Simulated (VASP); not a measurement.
# C (P6_3/mmc) in VASP: a series of runs

C is run at these levels: r2SCAN+D4, RPBE+D4, PBE, LDA; tasks: single point, relaxation of cell and atoms.

All numbers are computed with VASP 6.6.1; they aren't measurements. Logs are shortened: lines on timing, memory, paths and dates and some standing lists are left out, and cuts for length are marked.

## 1. The cell of the first run

The structure is hexagonal, space group P6_3/mmc (No. 194). The conventional cell has a = 2.572 Å, b = 2.572 Å, c = 8.399 Å, α = 90.00°, β = 90.00°, γ = 120.00°. C (site symmetry 3m) has 4 C at 1.57 Å within 2.1 Å. Within 2.1 Å of C (site symmetry 3m) lie 4 C at 1.57 Å.

## 2. Single point, r2SCAN+D4

POSCAR

```
C
1.0
    2.5715654994      0.0000000000      0.0000000000
   -1.2857827497      2.2270410500      0.0000000000
    0.0000000000      0.0000000000      8.3986527796
C
8
Direct
    0.6666666667      0.3333333333      0.8437500000
    0.3333333333      0.6666666667      0.3437500000
    0.6666666667      0.3333333333      0.6562500000
    0.3333333333      0.6666666667      0.1562500000
    0.0000000000      0.0000000000      0.9062500000
    0.0000000000      0.0000000000      0.4062500000
    0.0000000000      0.0000000000      0.5937500000
    0.0000000000      0.0000000000      0.0937500000
```

INCAR.step1

```
ALGO = Normal
EDIFF = 1E-4
ENCUT = 520
GGA = PE
ISMEAR = -1
LASPH = T
LCHARG = F
LREAL = F
LWAVE = T
NBANDS = 26
NELM = 80
PREC = Accurate
SIGMA = 0.05
```

INCAR.step2

```
ALGO = Normal
EDIFF = 1E-6
ENCUT = 520
ISIF = 2
ISMEAR = -1
ISTART = 1
IVDW = 13
LASPH = T
LCHARG = T
LELF = T
LMIXTAU = T
LREAL = F
LVHAR = T
LWAVE = F
METAGGA = R2SCAN
NBANDS = 26
NELM = 80
PREC = Accurate
SIGMA = 0.05
VDW_A1 = 0.51559235
VDW_A2 = 5.77342911
VDW_S6 = 1.0
VDW_S8 = 0.6018749
```

KPOINTS

```
k-points
0
Gamma
  12 12 4
```

Potentials or basis: VASP PAW PBE potentials, release 64 (C).

Launch:

```console
cat potpaw_PBE.64/C/POTCAR > POTCAR
cp INCAR.step1 INCAR
mpirun -np 1 vasp_std > vasp.out
cp INCAR.step2 INCAR
mpirun -np 1 vasp_std > vasp.out
```

OUTCAR:

```text
EDIFF = 1E-6
   ENCUT = 520
   ISIF = 2
   ISMEAR = -1
   ISTART = 1
   IVDW = 13
   LASPH = T
   LREAL = F
   METAGGA = R2SCAN
   NELM = 80
   PREC = Accurate

 ion  position               nearest neighbor table
   1  0.667  0.333  0.844-   3 1.57   5 1.57   5 1.57   5 1.57
   2  0.333  0.667  0.344-   4 1.57   6 1.57   6 1.57   6 1.57
   3  0.667  0.333  0.656-   1 1.57   7 1.57   7 1.57   7 1.57
   4  0.333  0.667  0.156-   2 1.57   8 1.57   8 1.57   8 1.57
   5  0.000  0.000  0.906-   8 1.57   1 1.57   1 1.57   1 1.57
   6  0.000  0.000  0.406-   7 1.57   2 1.57   2 1.57   2 1.57
   7  0.000  0.000  0.594-   6 1.57   3 1.57   3 1.57   3 1.57
   8  0.000  0.000  0.094-   5 1.57   4 1.57   4 1.57   4 1.57

  LATTYP: Found a hexagonal cell.
 ALAT       =     2.5715654994
 C/A-ratio  =     3.2659688355

  Lattice vectors:

 A1 = (   2.5715654994,   0.0000000000,   0.0000000000)
 A2 = (  -1.2857827497,   2.2270410500,   0.0000000000)
 A3 = (   0.0000000000,   0.0000000000,   8.3986527796)

Analysis of symmetry for initial positions (statically):
=====================================================================
 Subroutine PRICEL returns:
 Original cell was already a primitive cell.

 Routine SETGRP: Setting up the symmetry group for a
 hexagonal supercell.

 Subroutine GETGRP returns: Found 24 space group operations
 (whereof 12 operations were pure point group operations)
 out of a pool of 24 trial point group operations.

The static configuration has the point symmetry D_3d.
 The point group associated with its full space group is D_6h.

Analysis of symmetry for dynamics (positions and initial velocities):
=====================================================================
 Subroutine PRICEL returns:
 Original cell was already a primitive cell.

 Routine SETGRP: Setting up the symmetry group for a
 hexagonal supercell.

 Subroutine GETGRP returns: Found 24 space group operations
 (whereof 12 operations were pure point group operations)
 out of a pool of 24 trial point group operations.

The dynamic configuration has the point symmetry D_3d.
 The point group associated with its full space group is D_6h.

 Subroutine INISYM returns: Found 24 space group operations
 (whereof 12 operations are pure point group operations),
 and found     1 'primitive' translations

----------------------------------------------------------------------------------------

                                     Primitive cell

  volume of cell :      48.0989

  direct lattice vectors                    reciprocal lattice vectors
     2.571565499  0.000000000  0.000000000     0.388868182  0.224513149  0.000000000
    -1.285782750  2.227041050  0.000000000     0.000000000  0.449026299  0.000000000
     0.000000000  0.000000000  8.398652780     0.000000000  0.000000000  0.119066715

  length of vectors
     2.571565499  2.571565499  8.398652780     0.449026299  0.449026299  0.119066715

  position of ions in fractional coordinates (direct lattice)
     0.666666667  0.333333333  0.843750000
     0.333333333  0.666666667  0.343750000
     0.666666667  0.333333333  0.656250000
     0.333333333  0.666666667  0.156250000
     0.000000000  0.000000000  0.906250000
     0.000000000  0.000000000  0.406250000
     0.000000000  0.000000000  0.593750000
     0.000000000  0.000000000  0.093750000

  ion indices of the primitive-cell ions
   primitive index   ion index
                 1           1
                 2           2
                 3           3
                 4           4
                 5           5
                 6           6
                 7           7
                 8           8

----------------------------------------------------------------------------------------

 KPOINTS: k-points

Automatic generation of k-mesh.
 Grid dimensions read from file:
 generate k-points for:   12   12    4

 Generating k-lattice:

  Cartesian coordinates                     Fractional coordinates (reciprocal lattice)
     0.032405682  0.018709429  0.000000000     0.083333333  0.000000000  0.000000000
     0.000000000  0.037418858  0.000000000     0.000000000  0.083333333  0.000000000
     0.000000000  0.000000000  0.029766679     0.000000000  0.000000000  0.250000000

  Length of vectors
     0.037418858  0.037418858  0.029766679

  Shift w.r.t. Gamma in fractional coordinates (k-lattice)
     0.000000000  0.000000000  0.000000000

 Subroutine IBZKPT returns following result:
 ===========================================

 Found     57 irreducible k-points:

 Following reciprocal coordinates:
            Coordinates               Weight
  0.000000  0.000000  0.000000      1.000000
  0.083333 -0.000000  0.000000      6.000000
  0.166667  0.000000  0.000000      6.000000
  0.250000  0.000000  0.000000      6.000000
  0.333333 -0.000000  0.000000      6.000000
  0.416667  0.000000  0.000000      6.000000
[... 16 lines left out ...]
  0.250000  0.000000  0.250000     12.000000
  0.333333 -0.000000  0.250000     12.000000
 [... further k-points ...]
   k-points           NKPTS =     57   k-points in BZ     NKDIM =     57   number of bands    NBANDS=     26
   number of dos      NEDOS =    301   number of ions     NIONS =      8
   total plane-waves  NPLWV =  25600
   dimension x,y,z NGX =    20 NGY =   20 NGZ =   64
   dimension x,y,z NGXF=    40 NGYF=   40 NGZF=  128
   ions per type =               8
   NGX,Y,Z   is equivalent  to a cutoff of  12.93, 12.93, 12.67 a.u.
   NGXF,Y,Z  is equivalent  to a cutoff of  25.86, 25.86, 25.34 a.u.
 SYSTEM =  unknown system
   PREC   = accura    normal or accurate (medium, high low for compatibility)
   ISTART =      1    job   : 0-new  1-cont  2-samecut
   ICHARG =      0    charge: 1-file 2-atom 10-const
   ISPIN  =      1    spin polarized calculation?
   LNONCOLLINEAR =      F non collinear calculations
   LSORBIT =      F    spin-orbit coupling
   LASPH  =      T    aspherical Exc in radial PAW
   ENCUT  =  520.0 eV  38.22 Ry    6.18 a.u.   4.78  4.78 15.62*2*pi/ulx,y,z
   NELM   =     80;   NELMIN=  2; NELMDL=  0     # of ELM steps
   EDIFF  = 0.1E-05   stopping-criterion for ELM
   LREAL  =      F    real-space projection
[... 7 lines left out ...]
   TEBEG  =    0.0;   TEEND  =   0.0 temperature during run
   PSTRESS=    0.0 pullay stress
   NELECT =      32.0000    total number of electrons
   NUPDOWN=      -1.0000    fix difference up-down
   EMIN   =  10.00;   EMAX   =-10.00  energy-range for DOS
   EFERMI =   0.00;   METHOD = LEGACY
   ISMEAR =    -1;   SIGMA  =   0.05  broadening in eV -4-tet -1-fermi 0-gaus
   EFERMI_NEDOS =   21; number of points for ismear=-14 and -15
   IALGO  =     38    algorithm
   IMIX   =      4    mixing-type and parameters
     AMIX     =   0.40;   BMIX     =  1.00
     AMIX_MAG =   1.60;   BMIX_MAG =  1.00
  volume/ion in A,a.u.               =       6.01        40.57
  Fermi-wavevector in a.u.,A,eV,Ry     =   1.429156  2.700713 27.789726  2.042487
  Thomas-Fermi vector in A             =   2.549140
   LORBIT       =      0    0 simple, 1 ext, 2 COOP (PROOUT), +10 PAW based schemes
   METAGGA = R2SCAN    functional components
   LHFCALC =     F    Hartree Fock is set to
   AEXX    =    0.0000 exact exchange contribution
   IVDW    =    13    specifies the selected vdW correction
   LEPSILON=     F    determine dielectric tensor
   LRPA    =     F    only Hartree local field effects (RPA)
 non-spin polarized calculation
  energy-cutoff  :      520.00
  volume of cell :       48.10
 maximum number of plane-waves:      1320
 NGX is ok and might be reduce to    20
   NGX =  9   NGY =  9   NGZ = 31

 number of electron      31.9999997 magnetization

 Free energy of the ion-electron system (eV)
  ---------------------------------------------------
  ext. energy  EPLUGINS =         0.00000000
  ---------------------------------------------------
  free energy    TOTEN  =       -78.30740085 eV

  energy without entropy =      -78.30740085  energy(sigma->0) =      -78.30740085

 E-fermi :   9.9776     XC(G=0): -13.9372

 val. band max:        9.0178496063   @ k =   0.0000   0.0000   0.0000
 cond. band min:      13.4883385769   @ k =   0.4167   0.0000   0.0000
 fundamental gap:      4.4704889706
 Fermi energy:         9.9776247890

 k-point     1 :       0.0000    0.0000    0.0000
  band No.  band energies     occupation
      1     -13.0333      2.00000
      2     -11.3344      2.00000
      3     -11.2859      2.00000
      4      -7.3833      2.00000
      5      -4.5315      2.00000
      6       2.1485      2.00000
[... 18 lines left out ...]
     25      17.0626      0.00000
     26      17.0626      0.00000

 k-point     2 :       0.0833   -0.0000    0.0000
  band No.  band energies     occupation
      1     -12.8621      2.00000
      2     -11.1667      2.00000
      3     -11.1173      2.00000
      4      -7.2275      2.00000
      5      -4.3818      2.00000
      6       2.2211      2.00000
[... 18 lines left out ...]
     25      17.4612      0.00000
     26      17.6023      0.00000

 k-point     3 :       0.1667    0.0000    0.0000
  band No.  band energies     occupation
      1     -12.3508      2.00000
      2     -10.6665      2.00000
      3     -10.6139      2.00000
      4      -6.7623      2.00000
      5      -3.9505      2.00000
      6       2.3127      2.00000
[... 572 lines left out ...]
 k-point    23 :       0.2500    0.0000    0.2500
  band No.  band energies     occupation
      1     -11.4001      2.00000
      2     -10.5492      2.00000
      3      -8.8902      2.00000
      4      -6.6696      2.00000
      5      -2.5287      2.00000
      6       0.3489      2.00000
[... 18 lines left out ...]
     25      19.3968      0.00000
     26      20.7552      0.00000

 k-point    24 :       0.3333   -0.0000    0.2500
  band No.  band energies     occupation
      1     -10.2459      2.00000
      2      -9.4114      2.00000
      3      -7.7914      2.00000
      4      -5.6382      2.00000
      5      -2.5890      2.00000
      6      -1.4386      2.00000
[... 18 lines left out ...]
     25      19.5999      0.00000
     26      21.3651      0.00000

 [... further k-points ...]

------------------------ aborting loop because EDIFF is reached ----------------------------------------

  DFT-D4 for vdW energy calculation

  Edisp (eV):   -0.67121

  FORCE on cell =-STRESS in cart. coord.  units (eV):
  Direction    XX          YY          ZZ          XY          YZ          ZX
  --------------------------------------------------------------------------------------
  -------------------------------------------------------------------------------------
  Total      -8.99761    -8.99761    -5.61197    -0.00000     0.00000     0.00000
  in kB    -299.71089  -299.71089  -186.93485    -0.00000     0.00000     0.00000
  external pressure =     -262.12 kB  Pullay stress =        0.00 kB

 VOLUME and BASIS-vectors are now :
 -----------------------------------------------------------------------------
  energy-cutoff  :      520.00
  volume of cell :       48.10
      direct lattice vectors                 reciprocal lattice vectors
     2.571565499  0.000000000  0.000000000     0.388868182  0.224513149  0.000000000
    -1.285782750  2.227041050  0.000000000     0.000000000  0.449026299  0.000000000
     0.000000000  0.000000000  8.398652780     0.000000000  0.000000000  0.119066715

 POSITION                                       TOTAL-FORCE (eV/Angst)
 -----------------------------------------------------------------------------------
      1.28578      0.74235      7.08636         0.000000     -0.000000      0.301342
     -0.00000      1.48469      2.88704         0.000000      0.000000      0.301342
      1.28578      0.74235      5.51162        -0.000000     -0.000000     -0.301342
     -0.00000      1.48469      1.31229        -0.000000      0.000000     -0.301342
      0.00000      0.00000      7.61128         0.000000     -0.000000      0.323409
      0.00000      0.00000      3.41195        -0.000000     -0.000000      0.323409
      0.00000      0.00000      4.98670         0.000000      0.000000     -0.323409
      0.00000      0.00000      0.78737         0.000000      0.000000     -0.323409
 -----------------------------------------------------------------------------------
    total drift:                               -0.000000      0.000000      0.000000

  FREE ENERGIE OF THE ION-ELECTRON SYSTEM (eV)
  ---------------------------------------------------
  free  energy   TOTEN  =       -78.9786083165 eV

  energy  without entropy=      -78.9786083164  energy(sigma->0) =      -78.97860832
```

It took 4.5 min on 1 thread of Intel Xeon Platinum 8375C at 2.90GHz (Ice Lake), shared host; peak memory 0.19 GiB.

What came out:

```
Free energy                : -78.9786 eV
Pressure                   : -26.2 GPa
Largest force              : 0.323 eV/Å
Band gap on the k mesh     : 4.47 eV (least direct gap 5.28 eV)
Dispersion energy per atom : -0.084 eV
```

Forces on the atoms (eV/Å):
```
C    0.000  0.000  0.301
C    0.000  0.000  0.301
C    0.000  0.000 -0.301
C    0.000  0.000 -0.301
C    0.000  0.000  0.323
C    0.000  0.000  0.323
C    0.000  0.000 -0.323
C    0.000  0.000 -0.323
```

Stress tensor (GPa, compression positive):
```
-29.97   0.00   0.00
  0.00 -29.97   0.00
  0.00   0.00 -18.69
```

Caveat: the stress differs along the axes, from -30 to -19 GPa; the PAW data sets were made with another functional, which shifts forces and pressure a little. r2SCAN opens gaps a little over a GGA but as a rule still falls short of measured ones.

## 3. Relaxation of cell and atoms, RPBE+D4

This run uses another cell than the first one, of 5.67 Å³/atom.

INCAR

```
ALGO = Normal
EDIFF = 1E-7
EDIFFG = -0.01
ENCUT = 600
GGA = RP
IBRION = 2
ISIF = 3
ISMEAR = -1
IVDW = 13
LASPH = T
LCHARG = F
LREAL = F
LWAVE = F
NELM = 100
NSW = 60
PREC = Accurate
SIGMA = 0.05
```

KPOINTS is that of step 2.

Edit POSCAR of step 2 so:

```diff
@@ -2,5 +2,5 @@
 1.0
-    2.5715654994      0.0000000000      0.0000000000
-   -1.2857827497      2.2270410500      0.0000000000
-    0.0000000000      0.0000000000      8.3986527796
+    2.5221000000      0.0000000000      0.0000000000
+   -1.2610500000      2.1842026709      0.0000000000
+    0.0000000000      0.0000000000      8.2371000000
 C
```

Potentials or basis: VASP PAW PBE potentials, release 64 (C).

Launch:

```console
cat potpaw_PBE.64/C/POTCAR > POTCAR
mpirun -np 1 vasp_std > vasp.out
```

Wall time 8.2 min (1 thread of Intel Xeon Platinum 8375C at 2.90GHz (Ice Lake), shared host); peak memory 0.19 GiB.

The run converged. Its results:

* Free energy: -73.1257 eV
* Relaxed volume: 5.59 Å³/atom
* Relaxed cell: a = 2.502 Å, b = 2.502 Å, c = 8.253 Å, α = 90.00°, β = 90.00°, γ = 120.00°
* Space group after relaxing (to 0.1 Å): P6_3/mmc (No. 194)
* Energy gained by relaxing: 3.8 meV/atom
* Ionic steps: 9
* Pressure after relaxing: 0.0 GPa
* Band gap on the k mesh: 4.57 eV (least direct gap 5.33 eV)
* Dispersion energy per atom: -0.538 eV

Forces in eV/Å, atoms in the order of the input:
```
C    0.000  0.000 -0.002
C    0.000  0.000 -0.002
C    0.000  0.000  0.002
C    0.000  0.000  0.002
C    0.000  0.000 -0.003
C    0.000  0.000 -0.003
C    0.000  0.000  0.003
C    0.000  0.000  0.003
```

Step by step:
| step | energy change (eV) | largest force (eV/Å) | pressure (GPa) | volume (Å³) |
| --- | --- | --- | --- | --- |
| 1 | 0.0000 | 0.3296 | -5.86 | 45.38 |
| 2 | 0.0237 | 0.5415 | 8.04 | 44.02 |
| 3 | -0.0304 | 0.0635 | -0.29 | 44.79 |
| 4 | -0.0304 | 0.0710 | -0.17 | 44.78 |
| 5 | -0.0304 | 0.0772 | 0.46 | 44.72 |
| 6 | -0.0307 | 0.0155 | 0.13 | 44.75 |
| 7 | -0.0307 | 0.0161 | 0.12 | 44.75 |
| 8 | -0.0306 | 0.0230 | -0.09 | 44.77 |
| 9 | -0.0307 | 0.0027 | 0.04 | 44.76 |

Final structure:
```yaml
crystal:
  lattice:
    - [2.50239, 0.00000, 0.00000]
    - [-1.25119, 2.16713, 0.00000]
    - [0.00000, 0.00000, 8.25343]
  atoms:
    - { symbol: C, position: [0.66667, 0.33333, 0.84443] }
    - { symbol: C, position: [0.33333, 0.66667, 0.34443] }
    - { symbol: C, position: [0.66667, 0.33333, 0.65557] }
    - { symbol: C, position: [0.33333, 0.66667, 0.15557] }
    - { symbol: C, position: [0.00000, 0.00000, 0.90703] }
    - { symbol: C, position: [0.00000, 0.00000, 0.40703] }
    - { symbol: C, position: [0.00000, 0.00000, 0.59297] }
    - { symbol: C, position: [0.00000, 0.00000, 0.09297] }
```

Levels at points of the mesh, in eV from the valence-band top:
```
           k point  band 14  band 15  band 16  band 17  band 18  band 19
(0.00, 0.00, 0.00)    -0.24     0.00     0.00     5.33     5.33     5.52
(0.50, 0.00, 0.00)    -4.75    -3.75    -3.01     4.64     5.62     6.03
(0.00, 0.00, 0.50)    -0.66    -0.66    -0.66     6.11     6.11     6.11
(0.50, 0.00, 0.50)    -4.81    -3.73    -3.73     4.98     4.98     7.05
```

Caveat: the PAW data sets were made with another functional, which shifts forces and pressure a little. A k mesh can miss the band edges.

## 4. Single point, PBE (5.33 Å³/atom)

This run uses another cell than the first one, of 5.33 Å³/atom.

INCAR

```
SYSTEM = C
ALGO = Normal ; EDIFF = 1E-6
ENCUT = 520 ; GGA = PE
ISIF = 2 ; ISMEAR = -1
LASPH = .TRUE. ; LCHARG = .FALSE.
LREAL = .FALSE. ; LWAVE = .FALSE.
NBANDS = 26 ; NELM = 100
PREC = Accurate ; SIGMA = 0.05
```

KPOINTS

```
k-points
0
G
  12 12 4
  0 0 0
```

Edit POSCAR of step 3 so:

```diff
@@ -2,5 +2,5 @@
 1.0
-    2.5221000000      0.0000000000      0.0000000000
-   -1.2610500000      2.1842026709      0.0000000000
-    0.0000000000      0.0000000000      8.2371000000
+    2.4706141248      0.0000000000      0.0000000000
+   -1.2353070624      2.1396145950      0.0000000000
+    0.0000000000      0.0000000000      8.0689487361
 C
```

Launch:

```console
cat potpaw_PBE.64/C/POTCAR > POTCAR
mpirun -np 1 vasp_std > vasp.out
```

Run time: 58 s. Hardware: 1 thread of Intel Xeon 8259CL, shared host; peak memory 0.17 GiB.

The run converged. Its results:

- Free energy: -72.3440 eV
- Pressure: 33.8 GPa
- Largest force: 0.370 eV/Å
- Band gap on the k mesh: 4.56 eV (least direct gap 5.31 eV)

Forces in eV/Å, atoms in the order of the input:
```
C    0.000  0.000  0.355
C    0.000  0.000  0.355
C    0.000  0.000 -0.355
C    0.000  0.000 -0.355
C    0.000  0.000  0.370
C    0.000  0.000  0.370
C    0.000  0.000 -0.370
C    0.000  0.000 -0.370
```

Stress tensor (GPa, compression positive):
```
28.99  0.00  0.00
 0.00 28.99  0.00
 0.00  0.00 43.47
```

Levels at points of the mesh, in eV from the valence-band top:
```csv
k point,band 13,band 14,band 15,band 16,band 17,band 18,band 19,band 20
"(0.00, 0.00, 0.00)",-1.85,-0.24,0.00,0.00,5.31,5.31,5.88,7.21
"(0.50, 0.00, 0.00)",-5.32,-4.79,-3.93,-3.11,4.59,5.84,6.01,6.17
"(0.00, 0.00, 0.50)",-0.72,-0.72,-0.72,-0.72,6.15,6.15,6.15,6.15
"(0.50, 0.00, 0.50)",-4.99,-4.99,-3.88,-3.88,4.96,4.96,7.30,7.30
```

Caveat: the stress differs along the axes, from 29 to 43 GPa. A k mesh can miss the band edges.

(Continued in part 2 of 2.)
